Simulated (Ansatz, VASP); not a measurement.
## Ga: VASP beside Ansatz

INCAR

```
SYSTEM = Ga
  PREC = Accurate
  ENCUT = 520
  EDIFF = 1E-6
  ISMEAR = -1
  SIGMA = 0.03
  LREAL = .FALSE.
  LASPH = .TRUE.
  NELM = 80
  ALGO = Normal
  ISIF = 2
  LWAVE = .FALSE.
  LCHARG = .FALSE.
  GGA = PE
  NBANDS = 12
```

The input KPOINTS:

```
regular mesh
0
G
  17 17 17
  0 0 0
```

File POSCAR:

```
Ga
1.0
   -1.7132971535      1.7132971535      1.6879774911
    1.7132971535     -1.7132971535      1.6879774911
    1.7132971535      1.7132971535     -1.6879774911
Ga
1
Direct
    0.0000000000      0.0000000000      0.0000000000
```

Input for Ansatz:

```yaml
crystal:
  lattice:
    - [-1.7132971535, 1.7132971535, 1.6879774911]
    - [1.7132971535, -1.7132971535, 1.6879774911]
    - [1.7132971535, 1.7132971535, -1.6879774911]
  atoms:
    - { symbol: Ga, position: [0.0, 0.0, 0.0] }
kpoints:
  mp_grid: { grid: [17, 17, 17] }
scf:
  occupations: { method: fermi_dirac, width: 0.03 }
hamiltonian:
  xc: pbe
  pseudopotentials: { kind: all_electron, lapw: { basis_error: 0.00025 } }
output:
  forces: true
  stress: true
  eigenvalues: true
```

Change from the starting cell: x and y stretched by +1.5 %, z held.

Alike in both runs: task single point; functional PBE; k mesh 17 × 17 × 17; occupations fermi-dirac, width 0.03 eV; no spin polarisation.

|  | VASP | Ansatz |
| --- | --- | --- |
| version | VASP 6.6.1 | Ansatz 0.2.0 |
| potentials or method | VASP PAW PBE potentials, release 64 (Ga_d), cutoff 520 eV | all-electron LAPW, scalar-relativistic |

```tsv
	VASP	Ansatz	Ansatz less VASP
pressure (GPa)	-1.2	-1.3	-0.04
traceless stress, the component that is largest in VASP (GPa)	-0.31	-0.31	0.000
```

Ansatz ran all-electron here, and VASP with PAW potentials.
